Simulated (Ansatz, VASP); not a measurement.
# Ta3TiN4 in VASP and in Ansatz

```
Ti Ta N
1.0
     2.94270    0.00000    0.00000
    -1.47135    2.54845    0.00000
     0.00000    0.00000   11.38258
Ti Ta N
1 3 4
Direct
  0.00000 0.00000 0.50000
  0.00000 0.00000 0.00000
  0.00000 0.00000 0.25496
  0.00000 0.00000 0.74504
  0.66667 0.33333 0.87328
  0.66667 0.33333 0.12672
  0.66667 0.33333 0.37788
  0.66667 0.33333 0.62212
```

Alike in both runs: task single point; functional PBE; k mesh 12 × 12 × 2; occupations gaussian, width 0.2 eV; no spin polarisation.

```csv
,VASP,Ansatz
version,VASP 6.6.1,Ansatz 0.2.0
potentials or method,"VASP PAW PBE potentials, release 64 (Ti_sv, Ta_pv, N), cutoff 520 eV","scalar-relativistic, plane waves, PAW"
valence electrons in the cell,65,71
```

```tsv
	VASP	Ansatz	Ansatz less VASP
gap on the k mesh at the Fermi level (eV)	none	none	-
pressure (GPa)	0.7	0.1	-0.65
traceless stress, the component that is largest in VASP (GPa)	0.18	0.08	-0.094
rms of the force components (eV/Å)	0.004	0.004	+0.0002
```

Atom by atom the forces differ by 0.006 eV/Å (rms over components). A gap of «none» marks a metal or a gap that the smearing closes. VASP's potentials hold 65 valence electrons a cell and Ansatz's 71, so a difference there can come from the potentials and not from the codes.

Spin-orbit coupling is off throughout.
